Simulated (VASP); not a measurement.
# Au (Im-3m) in VASP: a series of runs, part 2 of 2

VASP 6.6.1. The steps go on from the part before.

## (3) Single point, PBE

INCAR reads:

```
ALGO     = Normal         # electronic algorithm
EDIFF    = 1E-6           # SCF threshold, eV
ENCUT    = 500            # plane-wave cutoff, eV
GGA      = PE             # functional
GGA_COMPAT= False        
ISIF     = 2              # what is computed and relaxed
ISMEAR   = 0              # smearing method
LASPH    = True           # aspherical terms in the spheres
LCHARG   = True           # write CHGCAR
LELF     = True           # ELF
LREAL    = False          # projectors in reciprocal space
LVHAR    = True         
LWAVE    = False          # write WAVECAR
NBANDS   = 12             # bands
NELM     = 120            # most SCF steps
PREC     = Accurate       # precision mode
SIGMA    = 0.016          # smearing width, eV
```

KPOINTS reads:

```
k-points
0
Gamma
  11 11 11
```

POSCAR reads:

```
Au
1.0
   -1.6572690000      1.6572690000      1.6572690000
    1.6572690000     -1.6572690000      1.6572690000
    1.6572690000      1.6572690000     -1.6572690000
Au
1
Direct
    0.0000000000      0.0000000000      0.0000000000
```

Potentials or basis: VASP PAW PBE potentials, release 64 (Au).

Run with:

```bash
$ cat potpaw_PBE.64/Au/POTCAR > POTCAR
$ mpirun -np 1 vasp_std > vasp.out
```

OUTCAR:

```text
EDIFF = 1E-6
   ENCUT = 500
   GGA = PE
   ISIF = 2
   ISMEAR = 0
   LASPH = True
   LREAL = False
   NELM = 120
   PREC = Accurate

 ion  position               nearest neighbor table
   1  0.000  0.000  0.000-

  LATTYP: Found a body centered cubic cell.
 ALAT       =     3.3145380000

  Lattice vectors:

 A1 = (  -1.6572690000,   1.6572690000,   1.6572690000)
 A2 = (   1.6572690000,  -1.6572690000,   1.6572690000)
 A3 = (   1.6572690000,   1.6572690000,  -1.6572690000)

[... 528 lines left out ...]
      2       3.0977      2.00000
      3       4.6398      2.00000
      4       5.6886      2.00000
      5       5.8644      2.00000
      6      11.3178      0.00000
      7      11.6424      0.00000
      8      17.1067      0.00000
      9      19.7179      0.00000
     10      30.1275      0.00000
     11      31.7845      0.00000
     12      33.7417      0.00000

 [... further k-points ...]
[... 5 lines left out ...]
  --------------------------------------------------------------------------------------
  -------------------------------------------------------------------------------------
  Total       -0.1213316     -0.1213316     -0.1213316     -0.0000000      0.0000000      0.0000000
  in kB      -10.6769100    -10.6769100    -10.6769100     -0.0000000      0.0000000      0.0000000
  external PRESSURE =     -10.6769100 kB  Pullay stress =       0.0000000 kB

 VOLUME and BASIS-vectors are now :
 -----------------------------------------------------------------------------
  energy-cutoff  :      500.00
  volume of cell :       18.21
      direct lattice vectors                 reciprocal lattice vectors
    -1.657269000  1.657269000  1.657269000     0.000000000  0.301701172  0.301701172
     1.657269000 -1.657269000  1.657269000     0.301701172  0.000000000  0.301701172
     1.657269000  1.657269000 -1.657269000     0.301701172  0.301701172  0.000000000

 POSITION                                       TOTAL-FORCE (eV/Angst)
 -----------------------------------------------------------------------------------
      0.00000      0.00000      0.00000         0.000000      0.000000     -0.000000
 -----------------------------------------------------------------------------------
    total drift:                               -0.000000      0.000000     -0.000000

  FREE ENERGIE OF THE ION-ELECTRON SYSTEM (eV)
  ---------------------------------------------------
  free  energy   TOTEN  =        -3.1921609455 eV

  energy  without entropy=       -3.1917236283  energy(sigma->0) =       -3.19194229
```

OSZICAR:

```text
N       E                     dE             d eps       ncg     rms          rms(c)
DAV:   1     0.463362994620E+02    0.46336E+02   -0.54140E+03  1440   0.776E+02
DAV:   2    -0.284582562878E+01   -0.49182E+02   -0.46227E+02  1608   0.179E+02
DAV:   3    -0.345917406030E+01   -0.61335E+00   -0.61277E+00  1580   0.190E+01
DAV:   4    -0.346117824908E+01   -0.20042E-02   -0.20041E-02  1508   0.126E+00
DAV:   5    -0.346119365357E+01   -0.15404E-04   -0.15404E-04  1576   0.106E-01    0.745E+00
DAV:   6    -0.320744742357E+01    0.25375E+00   -0.75682E-01  1420   0.679E+00    0.499E+00
DAV:   7    -0.319403090848E+01    0.13417E-01   -0.41385E-02  1552   0.162E+00    0.264E+00
DAV:   8    -0.319216372701E+01    0.18672E-02   -0.80110E-04  1476   0.230E-01    0.193E-01
DAV:   9    -0.319215536427E+01    0.83627E-05   -0.27446E-05  1528   0.399E-02    0.446E-02
DAV:  10    -0.319216107743E+01   -0.57132E-05   -0.58618E-06  1504   0.229E-02    0.319E-03
DAV:  11    -0.319216094545E+01    0.13197E-06   -0.13338E-07   804   0.285E-03
   1 F= -.31921609E+01 E0= -.31919423E+01  d E =-.437317E-03
```

stdout:

```text
POSCAR found type information on POSCAR Au
 POSCAR found :  1 types and       1 ions
 scaLAPACK will be used
 LDA part: xc-table for (Slater+PW92), standard interpolation
 POSCAR, INCAR and KPOINTS ok, starting setup
 FFT: planning ... GRIDC
 FFT: planning ... GRID_SOFT
 FFT: planning ... GRID
 WAVECAR not read
 entering main loop
```

Run time: 12 s. Hardware: 1 thread of Intel Xeon Platinum 8375C at 2.90GHz (Ice Lake), shared host; peak memory 0.14 GiB.

Results:

- Free energy: -3.1922 eV
- Pressure: -1.1 GPa

Caveat: spin-orbit coupling is left out, which moves the levels of the heavy elements.

## (4) Single point, PBE

INCAR reads:

```
PREC     = Accurate       # precision mode
ENCUT    = 500            # plane-wave cutoff, eV
EDIFF    = 1E-6           # SCF threshold, eV
ISMEAR   = 0              # smearing method
SIGMA    = 0.022          # smearing width, eV
LREAL    = False          # projectors in reciprocal space
LASPH    = True           # aspherical terms in the spheres
NELM     = 120            # most SCF steps
ALGO     = Normal         # electronic algorithm
ISIF     = 2              # what is computed and relaxed
LWAVE    = False          # write WAVECAR
LCHARG   = False          # write CHGCAR
GGA      = PE             # functional
NBANDS   = 12             # bands
GGA_COMPAT= False
```

KPOINTS reads:

```
Automatic mesh
0
Gamma
  11 11 11
```

POSCAR is that of step 3.

Run with:

```bash
$ cat potpaw_PBE.64/Au/POTCAR > POTCAR
$ mpirun -np 1 vasp_std > vasp.out
```

Wall time 12 s (1 thread of Intel Xeon Platinum 8375C at 2.90GHz (Ice Lake), shared host); peak memory 0.14 GiB.

It converged, with:

| Property | Result |
| --- | --- |
| Free energy | -3.1923 eV |
| Pressure | -1.1 GPa |

Levels at points of the mesh, in eV from the Fermi level:
| k point | band 2 | band 3 | band 4 | band 5 | band 6 | band 7 | band 8 | band 9 | band 10 | band 11 |
| --- | --- | --- | --- | --- | --- | --- | --- | --- | --- | --- |
| (0.00, 0.00, 0.00) | -4.40 | -4.40 | -4.40 | -2.66 | -2.66 | 16.61 | 16.61 | 16.61 | 23.27 | 23.27 |

Caveat: spin-orbit coupling is left out, which moves the levels of the heavy elements.

## (5) Single point, PBE

INCAR reads:

```
SYSTEM = Au
PREC = Accurate
ENCUT = 500
EDIFF = 1E-6
ISMEAR = 0
SIGMA = 0.023
LREAL = .FALSE.
LASPH = .TRUE.
NELM = 120
ALGO = Normal
ISIF = 2
LWAVE = .FALSE.
LCHARG = .TRUE.
GGA = PE
LELF = .TRUE.
LVHAR = .TRUE.
NBANDS = 12
GGA_COMPAT = .FALSE.
```

KPOINTS reads:

```
Automatic mesh
0
G
  11 11 11
  0 0 0
```

POSCAR is that of step 4.

Run with:

```bash
$ cat potpaw_PBE.64/Au/POTCAR > POTCAR
$ mpirun -np 1 vasp_std > vasp.out
```

Wall time 14 s (1 thread of Intel Xeon Platinum 8375C at 2.90GHz (Ice Lake), shared host); peak memory 0.14 GiB.

Results (log left out):

```yaml
Free_energy: -3.1924 eV
Pressure: -1.1 GPa
```

Levels at points of the mesh, in eV from the Fermi level:
```tsv
k point	band 2	band 3	band 4	band 5	band 6	band 7	band 8	band 9	band 10	band 11
(0.00, 0.00, 0.00)	-4.40	-4.40	-4.40	-2.66	-2.66	16.60	16.60	16.60	23.27	23.27
```

Caveat: spin-orbit coupling is left out, which moves the levels of the heavy elements.

## (6) Single point, PBE

INCAR reads:

```
SYSTEM = Au
  PREC = Accurate
  ENCUT = 500
  EDIFF = 1E-6
  ISMEAR = 0
  SIGMA = 0.024
  LREAL = .False.
  LASPH = .True.
  NELM = 120
  ALGO = Normal
  ISIF = 2
  LWAVE = .False.
  LCHARG = .True.
  GGA = PE
  LELF = .True.
  LVHAR = .True.
  NBANDS = 12
  GGA_COMPAT = .False.
```

KPOINTS reads:

```
regular mesh
0
Gamma
  11 11 11
  0 0 0
```

POSCAR is that of step 5.

Potentials or basis: VASP PAW PBE potentials, release 64 (Au).

Run with:

```bash
$ cat potpaw_PBE.64/Au/POTCAR > POTCAR
$ mpirun -np 1 vasp_std > vasp.out
```

It took 14 s on 1 thread of Intel Xeon Platinum 8375C at 2.90GHz (Ice Lake), shared host; peak memory 0.14 GiB.

It converged, with:

- Free energy: -3.1924 eV
- Pressure: -1.1 GPa

Levels at points of the mesh, in eV from the Fermi level:
| k point | band 4 | band 5 | band 6 | band 7 | band 8 | band 9 |
| --- | --- | --- | --- | --- | --- | --- |
| (0.00, 0.00, 0.00) | -4.40 | -2.66 | -2.66 | 16.60 | 16.60 | 16.60 |

Caveat: spin-orbit coupling is left out, which moves the levels of the heavy elements.

## (7) Overview

| smearing | gap on the mesh (eV) | pressure (GPa) |
| --- | --- | --- |
| gaussian 0.015 eV | none | -1.1 |
| gaussian 0.016 eV | none | -1.1 |
| gaussian 0.022 eV | none | -1.1 |
| gaussian 0.023 eV | none | -1.1 |
| gaussian 0.024 eV | none | -1.1 |

Alike in all rows: task single point; level PBE; potentials or basis VASP PAW PBE potentials, release 64 (Au); no spin polarisation; cell as given; k mesh 11 × 11 × 11; cutoff (eV) 500.

Every run on the cell as given and a fine mesh finds a metal.

Caveats: spin-orbit coupling is left out, which moves the levels of the heavy elements.

Absolute energies hang on the potentials; compare differences alone.
